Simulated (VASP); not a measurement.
# CrCd2 (P6/mmm) in VASP: relaxation of cell and atoms with PBE

Aim: the relaxation of cell and atoms of CrCd2 with PBE.

Program: VASP 6.6.1. These are calculated values, not measurements. Logs are shortened: lines on timing, memory, paths and dates and some standing lists are left out, and cuts for length are marked.

## Step 1: The cell of the first run

Symmetry: P6/mmm, No. 191, hexagonal system. Conventional cell: a = 4.777 Å, b = 4.777 Å, c = 3.034 Å, α = 90.00°, β = 90.00°, γ = 120.00°. Cr (site symmetry 6/mmm) has 2 Cr at 3.03 Å and 12 Cd at 3.15 Å within 4.0 Å. Cd (site symmetry -6m2) has 5 Cd at 2.76 to 3.03 Å and 6 Cr at 3.15 Å within 3.6 Å.

## Step 2: Relaxation of cell and atoms, PBE, collinear spin, ferromagnetic start

Input file INCAR:

```
  PREC = Accurate
  ENCUT = 600
  EDIFF = 1E-7
  ISMEAR = 0
  SIGMA = 0.1
  LREAL = False
  LASPH = True
  NELM = 150
  ALGO = Normal
  ISIF = 3
  LWAVE = False
  LCHARG = False
  ISPIN = 2
  MAGMOM = 4.16 0 0
  LORBIT = 11
  LMAXMIX = 4
  GGA = PE
  IBRION = 2
  NSW = 90
  EDIFFG = -0.04
```

Input file KPOINTS:

```
regular mesh
0
Gamma
  6 6 6
```

Input file POSCAR:

```
CrCd2
1.0
    4.7773596980      0.0000000000      0.0000000000
   -2.3886798490      4.1373148615      0.0000000000
    0.0000000000      0.0000000000      3.0337760173
Cr Cd
1 2
Direct
    0.0000000000      0.0000000000      0.0000000000
    0.3333333333      0.6666666667      0.5000000000
    0.6666666667      0.3333333333      0.5000000000
```

Potentials or basis: VASP PAW PBE potentials, release 64 (Cr_pv, Cd).

Launch:

```bash
$ cat potpaw_PBE.64/Cr_pv/POTCAR potpaw_PBE.64/Cd/POTCAR > POTCAR
$ mpirun -np 1 vasp_std > vasp.out
```

OUTCAR:

```text
PREC = Accurate
   ENCUT = 600
   EDIFF = 1E-7
   ISMEAR = 0
   LREAL = False
   LASPH = True
   NELM = 150
   ISIF = 3
   ISPIN = 2
   LORBIT = 11
   GGA = PE
   IBRION = 2
   NSW = 90
   EDIFFG = -0.04

 ion  position               nearest neighbor table
   1  0.000  0.000  0.000-   2 3.15   3 3.15   2 3.15   3 3.15   3 3.15   3 3.15   2 3.15   2 3.15
                             3 3.15   3 3.15   2 3.15   2 3.15
   2  0.333  0.667  0.500-   3 2.76   3 2.76   3 2.76   1 3.15   1 3.15   1 3.15   1 3.15   1 3.15
                             1 3.15
   3  0.667  0.333  0.500-   2 2.76   2 2.76   2 2.76   1 3.15   1 3.15   1 3.15   1 3.15   1 3.15
                             1 3.15

  LATTYP: Found a hexagonal cell.
 ALAT       =     4.7773596980
 C/A-ratio  =     0.6350319442

  Lattice vectors:

 A1 = (   4.7773596980,   0.0000000000,   0.0000000000)
 A2 = (  -2.3886798490,   4.1373148615,   0.0000000000)
 A3 = (   0.0000000000,   0.0000000000,   3.0337760173)

Analysis of symmetry for initial positions (statically):
=====================================================================
 Subroutine PRICEL returns:
 Original cell was already a primitive cell.

 Routine SETGRP: Setting up the symmetry group for a
 hexagonal supercell.

 Subroutine GETGRP returns: Found 24 space group operations
 (whereof 24 operations were pure point group operations)
 out of a pool of 24 trial point group operations.

The static configuration has the point symmetry D_6h.

Analysis of symmetry for dynamics (positions and initial velocities):
=====================================================================
 Subroutine PRICEL returns:
 Original cell was already a primitive cell.

 Routine SETGRP: Setting up the symmetry group for a
 hexagonal supercell.

 Subroutine GETGRP returns: Found 24 space group operations
 (whereof 24 operations were pure point group operations)
 out of a pool of 24 trial point group operations.

The dynamic configuration has the point symmetry D_6h.

Analysis of structural, dynamic, and magnetic symmetry:
=====================================================================
 Subroutine PRICEL returns:
 Original cell was already a primitive cell.

 Routine SETGRP: Setting up the symmetry group for a
 hexagonal supercell.

 Subroutine GETGRP returns: Found 24 space group operations
 (whereof 24 operations were pure point group operations)
 out of a pool of 24 trial point group operations.

The overall configuration has the point symmetry D_6h.

 Subroutine INISYM returns: Found 24 space group operations
 (whereof 24 operations are pure point group operations),
 and found     1 'primitive' translations

[... 114 lines left out ...]
   IMIX   =      4    mixing-type and parameters
     AMIX     =   0.40;   BMIX     =  1.00
     AMIX_MAG =   1.60;   BMIX_MAG =  1.00
  volume/ion in A,a.u.               =      19.99       134.89
  Fermi-wavevector in a.u.,A,eV,Ry     =   1.381059  2.609824 25.950729  1.907325
  Thomas-Fermi vector in A             =   2.505879
   LORBIT       =     11    0 simple, 1 ext, 2 COOP (PROOUT), +10 PAW based schemes
   GGA     = PE    functional components
   LHFCALC =     F    Hartree Fock is set to
   AEXX    =    0.0000 exact exchange contribution
   IVDW    =     0    specifies the selected vdW correction
   LEPSILON=     F    determine dielectric tensor
   LRPA    =     F    only Hartree local field effects (RPA)
 conjugate gradient relaxation of ions
 spin polarized calculation
 Gauss-broadening in eV      SIGMA  =   0.10
  energy-cutoff  :      600.00
  volume of cell :       59.96
 maximum number of plane-waves:      2022
 NGX is ok and might be reduce to    40
   NGX = 19   NGY = 19   NGZ = 13

--------------------------------------- Ionic step        1  -------------------------------------------

 number of electron      36.0000004 magnetization       3.9953000

 Free energy of the ion-electron system (eV)
  ---------------------------------------------------
  ext. energy  EPLUGINS =         0.00000000
  ---------------------------------------------------
  free energy    TOTEN  =        -9.89329299 eV

  energy without entropy =       -9.88739872  energy(sigma->0) =       -9.89034585

------------------------ aborting loop because EDIFF is reached ----------------------------------------

  FORCE on cell =-STRESS in cart. coord.  units (eV):
  Direction    XX          YY          ZZ          XY          YZ          ZX
  --------------------------------------------------------------------------------------
  -------------------------------------------------------------------------------------
  Total        0.3975480      0.3975480     -0.4408165     -0.0000000      0.0000000      0.0000000
  in kB       10.6220933     10.6220933    -11.7781851     -0.0000000      0.0000000      0.0000000
  external PRESSURE =       3.1553338 kB  Pullay stress =       0.0000000 kB
[... 98 lines left out ...]
--------------------------------------- Ionic step        4  -------------------------------------------

 number of electron      36.0000017 magnetization       4.0022314

 Free energy of the ion-electron system (eV)
  ---------------------------------------------------
  ext. energy  EPLUGINS =         0.00000000
  ---------------------------------------------------
  free energy    TOTEN  =        -9.89900009 eV

  energy without entropy =       -9.89262282  energy(sigma->0) =       -9.89581146

 E-fermi :   3.9681     XC(G=0): -11.1294

 val. band max:        3.9026951240   @ k =   0.3333  -0.0000   0.3333
 cond. band min:       3.9811812193   @ k =   0.3333  -0.0000   0.5000
 fundamental gap:      0.0784860953
 Fermi energy:         3.9680694914

 spin component 1

 k-point     1 :       0.0000    0.0000    0.0000
  band No.  band energies     occupation
      1     -40.0182      1.00000
      2     -40.0182      1.00000
      3     -39.9804      1.00000
      4      -5.7271      1.00000
      5      -5.1604      1.00000
      6      -5.0725      1.00000
[... 637 lines left out ...]
     23       8.0506      0.00000
     24       8.4270      0.00000

 [... further k-points ...]

 spin component 2

 k-point     1 :       0.0000    0.0000    0.0000
  band No.  band energies     occupation
      1     -36.3322      1.00000
      2     -36.3322      1.00000
      3     -36.3268      1.00000
      4      -5.7392      1.00000
      5      -5.1658      1.00000
      6      -5.1047      1.00000
[... 669 lines left out ...]
  FREE ENERGIE OF THE ION-ELECTRON SYSTEM (eV)
  ---------------------------------------------------
  free  energy   TOTEN  =        -9.8990000930 eV

  energy  without entropy=       -9.8926228180  energy(sigma->0) =       -9.89581146

 reached required accuracy - stopping structural energy minimisation

 total charge

# of ion       s       p       d       tot
------------------------------------------
    1        0.222   6.133   4.103  10.458
    2        0.528   0.370   9.469  10.367
    3        0.528   0.370   9.469  10.367
--------------------------------------------------
tot          1.279   6.873  23.041  31.192

 magnetization (x)

# of ion       s       p       d       tot
------------------------------------------
    1        0.051   0.037   3.621   3.709
    2       -0.037  -0.025   0.021  -0.041
    3       -0.037  -0.025   0.021  -0.041
--------------------------------------------------
tot         -0.023  -0.012   3.663   3.628
```

Run time: 3.3 min. Hardware: 1 thread of Intel Xeon Platinum 8488C (Sapphire Rapids), shared host; peak memory 0.27 GiB.

Results:

- Free energy: -9.8990 eV
- Relaxed volume: 20.03 Å³/atom
- Relaxed cell: a = 4.812 Å, b = 4.812 Å, c = 2.997 Å, α = 90.00°, β = 90.00°, γ = 120.00°
- Space group after relaxing (to 0.1 Å): P6/mmm (No. 191)
- Energy gained by relaxing: 1.9 meV/atom
- Ionic steps: 4
- Pressure after relaxing: 0.0 GPa
- Band gap on the k mesh: zero (filled and empty bands overlap)
- Net moment: 4.00 μB per cell
- Site moments: Cr +3.71; Cd -0.04 μB
- Valence electrons inside the program's atomic spheres: Cr 10.46; Cd 10.37

The path:
| step | energy change (eV) | largest force (eV/Å) | pressure (GPa) | volume (Å³) |
| --- | --- | --- | --- | --- |
| 1 | 0.0000 | 0.0000 | 0.32 | 59.96 |
| 2 | -0.0051 | 0.0000 | -0.16 | 60.30 |
| 3 | -0.0054 | 0.0000 | -0.28 | 60.39 |
| 4 | -0.0057 | 0.0000 | 0.02 | 60.09 |

Final structure:
```
Cr Cd
1.0
     4.81172    0.00000    0.00000
    -2.40586    4.16707    0.00000
     0.00000    0.00000    2.99707
Cr Cd
1 2
Direct
  0.00000 0.00000 0.00000
  0.33333 0.66667 0.50000
  0.66667 0.33333 0.50000
```

The gap in the log of VASP goes by the Fermi energy; the results here count the filled bands.